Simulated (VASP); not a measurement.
# TiTl2 (I4/mmm) in VASP: further runs

Runs on TiTl2. Level: PBE. Tasks: single point.

All numbers are computed with VASP 6.6.1; they aren't measurements. Logs are shortened: lines on timing, memory, paths and dates and some standing lists are left out, and cuts for length are marked.

### 1 The cell of the first run

It takes space group I4/mmm (No. 139, tetragonal). Conventional cell: a = 3.852 Å, b = 3.852 Å, c = 9.451 Å, α = 90.00°, β = 90.00°, γ = 90.00°. Within 4.1 Å of Ti (site symmetry 4/mmm) lie 10 Tl at 3.14 to 3.17 Å and 4 Ti at 3.85 Å. Within 4.1 Å of Tl (site symmetry 4mm) lie 9 Tl at 3.12 to 3.85 Å and 5 Ti at 3.14 to 3.17 Å.

### 2 Single point, PBE

Contents of INCAR:

```
PREC     = Accurate       # precision mode
ENCUT    = 520            # plane-wave cutoff, eV
EDIFF    = 1E-6           # SCF threshold, eV
ISMEAR   = 0              # smearing method
SIGMA    = 0.1            # smearing width, eV
LREAL    = F              # projectors in reciprocal space
LASPH    = T              # aspherical terms in the spheres
NELM     = 100            # most SCF steps
ALGO     = Fast           # electronic algorithm
ISIF     = 2              # what is computed and relaxed
LWAVE    = F              # write WAVECAR
LCHARG   = F              # write CHGCAR
GGA      = PE             # functional
NBANDS   = 26             # bands
```

Contents of KPOINTS:

```
Automatic mesh
0
Gamma
  6 6 6
```

Contents of POSCAR:

```
TiTl2
1.0
   -1.9262233386      1.9262233386      4.7252666276
    1.9262233386     -1.9262233386      4.7252666276
    1.9262233386      1.9262233386     -4.7252666276
Ti Tl
1 2
Direct
    0.0000000000      0.0000000000      0.0000000000
    0.6650000000      0.6650000000      0.0000000000
    0.3350000000      0.3350000000      0.0000000000
```

Potentials or basis: VASP PAW PBE potentials, release 64 (Ti_sv, Tl_d).

The run is started by

```sh
cat potpaw_PBE.64/Ti_sv/POTCAR potpaw_PBE.64/Tl_d/POTCAR > POTCAR
mpirun -np 1 vasp_std > vasp.out
```

OUTCAR:

```text
PREC = Accurate
   ENCUT = 520
   EDIFF = 1E-6
   ISMEAR = 0
   LREAL = F
   LASPH = T
   NELM = 100
   ISIF = 2
   GGA = PE

 ion  position               nearest neighbor table
   1  0.000  0.000  0.000-   2 3.14   2 3.14   2 3.14   3 3.14   2 3.14   3 3.14   3 3.14   3 3.14
                             2 3.17   3 3.17
   2  0.665  0.665  0.000-   3 3.12   1 3.14   1 3.14   1 3.14   1 3.14   3 3.16   3 3.16   3 3.16
                             3 3.16   1 3.17
   3  0.335  0.335  0.000-   2 3.12   1 3.14   1 3.14   1 3.14   1 3.14   2 3.16   2 3.16   2 3.16
                             2 3.16   1 3.17

  LATTYP: Found a body centered tetragonal cell.
 ALAT       =     3.8524466772
 C/A-ratio  =     2.4531250001

  Lattice vectors:

 A1 = (  -1.9262233386,   1.9262233386,   4.7252666276)
 A2 = (   1.9262233386,  -1.9262233386,   4.7252666276)
 A3 = (   1.9262233386,   1.9262233386,  -4.7252666276)

Analysis of symmetry for initial positions (statically):
=====================================================================
 Subroutine PRICEL returns:
 Original cell was already a primitive cell.

 Routine SETGRP: Setting up the symmetry group for a
 body centered tetragonal supercell.

 Subroutine GETGRP returns: Found 16 space group operations
 (whereof 16 operations were pure point group operations)
 out of a pool of 16 trial point group operations.

The static configuration has the point symmetry D_4h.

Analysis of symmetry for dynamics (positions and initial velocities):
=====================================================================
 Subroutine PRICEL returns:
 Original cell was already a primitive cell.

 Routine SETGRP: Setting up the symmetry group for a
 body centered tetragonal supercell.

 Subroutine GETGRP returns: Found 16 space group operations
 (whereof 16 operations were pure point group operations)
 out of a pool of 16 trial point group operations.

The dynamic configuration has the point symmetry D_4h.

 Subroutine INISYM returns: Found 16 space group operations
 (whereof 16 operations are pure point group operations),
 and found     1 'primitive' translations

----------------------------------------------------------------------------------------

                                     Primitive cell

  volume of cell :      70.1293

  direct lattice vectors                    reciprocal lattice vectors
    -1.926223339  1.926223339  4.725266628     0.000000000  0.259575299  0.105814135
     1.926223339 -1.926223339  4.725266628     0.259575299  0.000000000  0.105814135
     1.926223339  1.926223339 -4.725266628     0.259575299  0.259575299  0.000000000

  length of vectors
     5.454247648  5.454247648  5.454247648     0.280314051  0.280314051  0.367094909

  position of ions in fractional coordinates (direct lattice)
     0.000000000  0.000000000  0.000000000
     0.665000000  0.665000000  0.000000000
     0.335000000  0.335000000  0.000000000

  ion indices of the primitive-cell ions
   primitive index   ion index
                 1           1
                 2           2
                 3           3

----------------------------------------------------------------------------------------

 KPOINTS: Automatic mesh

Automatic generation of k-mesh.
 Grid dimensions read from file:
 generate k-points for:    6    6    6

 Generating k-lattice:

  Cartesian coordinates                     Fractional coordinates (reciprocal lattice)
     0.000000000  0.043262550  0.017635689     0.166666667  0.000000000  0.000000000
     0.043262550  0.000000000  0.017635689     0.000000000  0.166666667  0.000000000
     0.043262550  0.043262550  0.000000000     0.000000000  0.000000000  0.166666667

  Length of vectors
     0.046719009  0.046719009  0.061182485

  Shift w.r.t. Gamma in fractional coordinates (k-lattice)
     0.000000000  0.000000000  0.000000000

 Subroutine IBZKPT returns following result:
 ===========================================

 Found     30 irreducible k-points:

 Following reciprocal coordinates:
            Coordinates               Weight
  0.000000  0.000000  0.000000      1.000000
  0.166667  0.000000 -0.000000      8.000000
  0.333333  0.000000  0.000000      8.000000
  0.500000  0.000000 -0.000000      4.000000
  0.166667  0.166667 -0.000000      8.000000
  0.333333  0.166667 -0.000000     16.000000
[... 16 lines left out ...]
 -0.333333 -0.333333  0.166667      8.000000
 -0.166667 -0.333333  0.166667      8.000000
 [... further k-points ...]
   k-points           NKPTS =     30   k-points in BZ     NKDIM =     30   number of bands    NBANDS=     26
   number of dos      NEDOS =    301   number of ions     NIONS =      3
   total plane-waves  NPLWV =  74088
   dimension x,y,z NGX =    42 NGY =   42 NGZ =   42
   dimension x,y,z NGXF=    84 NGYF=   84 NGZF=   84
   ions per type =               1   2
   NGX,Y,Z   is equivalent  to a cutoff of  12.80, 12.80, 12.80 a.u.
   NGXF,Y,Z  is equivalent  to a cutoff of  25.60, 25.60, 25.60 a.u.
 SYSTEM =  unknown system
   PREC   = accura    normal or accurate (medium, high low for compatibility)
   ISTART =      0    job   : 0-new  1-cont  2-samecut
   ICHARG =      2    charge: 1-file 2-atom 10-const
   ISPIN  =      1    spin polarized calculation?
   LNONCOLLINEAR =      F non collinear calculations
   LSORBIT =      F    spin-orbit coupling
   LASPH  =      T    aspherical Exc in radial PAW
   ENCUT  =  520.0 eV  38.22 Ry    6.18 a.u.  10.14 10.14 10.14*2*pi/ulx,y,z
   NELM   =    100;   NELMIN=  2; NELMDL= -5     # of ELM steps
   EDIFF  = 0.1E-05   stopping-criterion for ELM
   LREAL  =      F    real-space projection
   EDIFFG = 0.1E-04   stopping-criterion for IOM
   NSW    =      0    number of steps for IOM
   IBRION =     -1    ionic relax: 0-MD 1-quasi-New 2-CG
   NFREE  =      0    steps in history (QN), initial steepest desc. (CG)
   ISIF   =      2    stress and relaxation
   ISYM   =      2    0-nonsym 1-usesym 2-fastsym
   POTIM  = 0.5000    time-step for ionic-motion
   TEBEG  =    0.0;   TEEND  =   0.0 temperature during run
   PSTRESS=    0.0 pullay stress
   NELECT =      38.0000    total number of electrons
   NUPDOWN=      -1.0000    fix difference up-down
   EMIN   =  10.00;   EMAX   =-10.00  energy-range for DOS
   EFERMI =   0.00;   METHOD = LEGACY
   ISMEAR =     0;   SIGMA  =   0.10  broadening in eV -4-tet -1-fermi 0-gaus
   EFERMI_NEDOS =   21; number of points for ismear=-14 and -15
   IALGO  =     68    algorithm
   IMIX   =      4    mixing-type and parameters
     AMIX     =   0.40;   BMIX     =  1.00
     AMIX_MAG =   1.60;   BMIX_MAG =  1.00
  volume/ion in A,a.u.               =      23.38       157.75
  Fermi-wavevector in a.u.,A,eV,Ry     =   1.334656  2.522135 24.236166  1.781308
  Thomas-Fermi vector in A             =   2.463421
   LORBIT       =      0    0 simple, 1 ext, 2 COOP (PROOUT), +10 PAW based schemes
   GGA     = PE    functional components
   LHFCALC =     F    Hartree Fock is set to
   AEXX    =    0.0000 exact exchange contribution
   IVDW    =     0    specifies the selected vdW correction
   LEPSILON=     F    determine dielectric tensor
   LRPA    =     F    only Hartree local field effects (RPA)
 non-spin polarized calculation
 RMM-DIIS sequential band-by-band and
 Gauss-broadening in eV      SIGMA  =   0.10
  energy-cutoff  :      520.00
  volume of cell :       70.13
 maximum number of plane-waves:      1922
 NGX is ok and might be reduce to    42
   NGX = 21   NGY = 21   NGZ = 21

 number of electron      38.0000001 magnetization

 Free energy of the ion-electron system (eV)
  ---------------------------------------------------
  ext. energy  EPLUGINS =         0.00000000
  ---------------------------------------------------
  free energy    TOTEN  =       -10.86378422 eV

  energy without entropy =      -10.82607884  energy(sigma->0) =      -10.84493153

 E-fermi :   7.7213     XC(G=0): -10.8780

 val. band max:        7.7137836963   @ k =  -0.3333   0.5000   0.1667
 cond. band min:       7.7304433127   @ k =   0.3333   0.0000   0.0000
 fundamental gap:      0.0166596163
 Fermi energy:         7.7212891351

 k-point     1 :       0.0000    0.0000    0.0000
  band No.  band energies     occupation
      1     -49.7250      2.00000
      2     -25.9830      2.00000
      3     -25.9773      2.00000
      4     -25.9773      2.00000
      5      -4.0179      2.00000
      6      -3.9279      2.00000
[... 18 lines left out ...]
     25      12.6593      0.00000
     26      12.6616      0.00000

 k-point     2 :       0.1667    0.0000   -0.0000
  band No.  band energies     occupation
      1     -49.7247      2.00000
      2     -25.9826      2.00000
      3     -25.9820      2.00000
      4     -25.9769      2.00000
      5      -3.9886      2.00000
      6      -3.9714      2.00000
[... 18 lines left out ...]
     25      11.9174      0.00000
     26      13.4394      0.00000

 k-point     3 :       0.3333    0.0000    0.0000
  band No.  band energies     occupation
      1     -49.7243      2.00000
      2     -25.9916      2.00000
      3     -25.9818      2.00000
      4     -25.9762      2.00000
      5      -4.0344      2.00000
      6      -4.0167      2.00000
[... 18 lines left out ...]
     25      12.3069      0.00000
     26      14.3473      0.00000

 k-point     4 :       0.5000    0.0000   -0.0000
  band No.  band energies     occupation
      1     -49.7240      2.00000
      2     -25.9963      2.00000
      3     -25.9814      2.00000
      4     -25.9758      2.00000
      5      -4.0550      2.00000
      6      -4.0533      2.00000
[... 18 lines left out ...]
     25      13.4515      0.00000
     26      13.6645      0.00000

 k-point     5 :       0.1667    0.1667   -0.0000
  band No.  band energies     occupation
      1     -49.7245      2.00000
      2     -25.9823      2.00000
      3     -25.9817      2.00000
      4     -25.9815      2.00000
      5      -4.0317      2.00000
      6      -3.9517      2.00000
[... 18 lines left out ...]
     25      11.7161      0.00000
     26      12.7475      0.00000

 k-point     6 :       0.3333    0.1667   -0.0000
  band No.  band energies     occupation
      1     -49.7240      2.00000
      2     -25.9911      2.00000
      3     -25.9815      2.00000
      4     -25.9808      2.00000
      5      -4.0744      2.00000
      6      -4.0203      2.00000
[... 427 lines left out ...]
 k-point    21 :      -0.3333    0.5000    0.1667
  band No.  band energies     occupation
      1     -49.7240      2.00000
      2     -25.9911      2.00000
      3     -25.9817      2.00000
      4     -25.9808      2.00000
      5      -4.1009      2.00000
      6      -4.0187      2.00000
[... 18 lines left out ...]
     25      13.2706      0.00000
     26      14.4991      0.00000

 k-point    22 :      -0.1667    0.5000    0.1667
  band No.  band energies     occupation
      1     -49.7243      2.00000
      2     -25.9916      2.00000
      3     -25.9820      2.00000
      4     -25.9762      2.00000
      5      -4.1187      2.00000
      6      -4.0202      2.00000
[... 18 lines left out ...]
     25      12.8014      0.00000
     26      14.9787      0.00000

 k-point    23 :      -0.3333   -0.3333    0.1667
  band No.  band energies     occupation
      1     -49.7245      2.00000
      2     -25.9827      2.00000
      3     -25.9817      2.00000
      4     -25.9815      2.00000
      5      -4.0860      2.00000
      6      -3.9960      2.00000
[... 18 lines left out ...]
     25      13.5709      0.00000
     26      14.2827      0.00000

 k-point    24 :      -0.1667   -0.3333    0.1667
  band No.  band energies     occupation
      1     -49.7247      2.00000
      2     -25.9829      2.00000
      3     -25.9820      2.00000
      4     -25.9769      2.00000
      5      -4.0634      2.00000
      6      -3.9850      2.00000
[... 18 lines left out ...]
     25      12.6589      0.00000
     26      13.5961      0.00000

 [... further k-points ...]

------------------------ aborting loop because EDIFF is reached ----------------------------------------

  FORCE on cell =-STRESS in cart. coord.  units (eV):
  Direction    XX          YY          ZZ          XY          YZ          ZX
  --------------------------------------------------------------------------------------
  -------------------------------------------------------------------------------------
  Total       -0.4108768     -0.4108768      1.9404805      0.0000000     -0.0000000      0.0000000
  in kB       -9.3869094     -9.3869094     44.3323015      0.0000000     -0.0000000      0.0000000
  external PRESSURE =       8.5194942 kB  Pullay stress =       0.0000000 kB

 VOLUME and BASIS-vectors are now :
 -----------------------------------------------------------------------------
  energy-cutoff  :      520.00
  volume of cell :       70.13
      direct lattice vectors                 reciprocal lattice vectors
    -1.926223339  1.926223339  4.725266628     0.000000000  0.259575299  0.105814135
     1.926223339 -1.926223339  4.725266628     0.259575299  0.000000000  0.105814135
     1.926223339  1.926223339 -4.725266628     0.259575299  0.259575299  0.000000000

 POSITION                                       TOTAL-FORCE (eV/Angst)
 -----------------------------------------------------------------------------------
      0.00000      0.00000      0.00000         0.000000      0.000000      0.000000
      0.00000      0.00000      6.28460         0.000000      0.000000     -0.047399
      0.00000      0.00000      3.16593        -0.000000     -0.000000      0.047399
 -----------------------------------------------------------------------------------
    total drift:                               -0.000000     -0.000000      0.000000

  FREE ENERGIE OF THE ION-ELECTRON SYSTEM (eV)
  ---------------------------------------------------
  free  energy   TOTEN  =       -10.8637842219 eV

  energy  without entropy=      -10.8260788422  energy(sigma->0) =      -10.84493153
```

Run time: 92 s. Hardware: 1 thread of Intel Xeon 6975P-C (Granite Rapids), shared host; peak memory 0.27 GiB.

Results:

```yaml
Free_energy: -10.8638 eV
Pressure: 0.9 GPa
Largest_force: 0.047 eV/Å
Band_gap_on_the_k_mesh: zero (bands 19 and 20 overlap by 0.79 eV)
```

Forces in eV/Å, atoms in the order of the input:
```
Ti   0.000  0.000  0.000
Tl   0.000  0.000 -0.047
Tl   0.000  0.000  0.047
```

Stress tensor (GPa, compression positive):
```
-0.94  0.00  0.00
 0.00 -0.94  0.00
 0.00  0.00  4.43
```

Caveat: the stress differs along the axes, from -1 to 4 GPa; spin-orbit coupling is left out, which moves the levels of the heavy elements.

### 3 Single point, PBE

This run uses another cell than the first one, of 23.66 Å³/atom.

Contents of INCAR:

```
SYSTEM = TiTl2
PREC = Accurate ; ENCUT = 520
EDIFF = 1E-6 ; ISMEAR = 0
SIGMA = 0.1 ; LREAL = .FALSE.
LASPH = .TRUE. ; NELM = 80
ALGO = Fast ; ISIF = 2
LWAVE = .FALSE. ; LCHARG = .FALSE.
GGA = PE ; NBANDS = 26
```

Contents of KPOINTS:

```
Automatic mesh
0
G
  16 16 16
  0 0 0
```

Contents of POSCAR:

```
TiTl2
1.0
   -1.6439145301      1.6439145301      6.5663817040
    1.6439145301     -1.6439145301      6.5663817040
    1.6439145301      1.6439145301     -6.5663817040
Ti Tl
1 2
Direct
    0.0000000000      0.0000000000      0.0000000000
    0.6463345594      0.6463345594      0.0000000000
    0.3536654406      0.3536654406      0.0000000000
```

Potentials or basis: VASP PAW PBE potentials, release 64 (Ti_sv, Tl_d).

The run is started by

```sh
cat potpaw_PBE.64/Ti_sv/POTCAR potpaw_PBE.64/Tl_d/POTCAR > POTCAR
mpirun -np 1 vasp_std > vasp.out
```

Run time: 49 min. Hardware: 1 thread of Intel Xeon 6975P-C (Granite Rapids), shared host; peak memory 0.84 GiB.

The run converged. Its results:

| Property | Result |
| --- | --- |
| Free energy | -11.3740 eV |
| Pressure | 0.0 GPa |
| Band gap on the k mesh | zero (bands 19 and 20 overlap by 1.20 eV) |

Levels at points of the mesh, in eV from the Fermi level:
| k point | band 16 | band 17 | band 18 | band 19 | band 20 | band 21 | band 22 | band 23 |
| --- | --- | --- | --- | --- | --- | --- | --- | --- |
| (0.00, 0.00, 0.00) | -7.06 | -4.16 | -0.68 | 0.44 | 0.70 | 0.70 | 1.67 | 5.26 |
| (0.50, 0.00, 0.00) | -6.07 | -3.56 | -2.64 | -0.53 | 0.33 | 0.75 | 0.87 | 1.14 |
| (0.50, 0.50, 0.00) | -2.96 | -2.11 | -1.50 | -1.31 | -0.15 | -0.10 | 0.72 | 2.24 |
| (0.50, 0.50, 0.50) | -8.75 | -1.24 | -0.68 | -0.55 | 0.78 | 0.78 | 1.67 | 2.27 |

Caveat: spin-orbit coupling is left out, which moves the levels of the heavy elements.
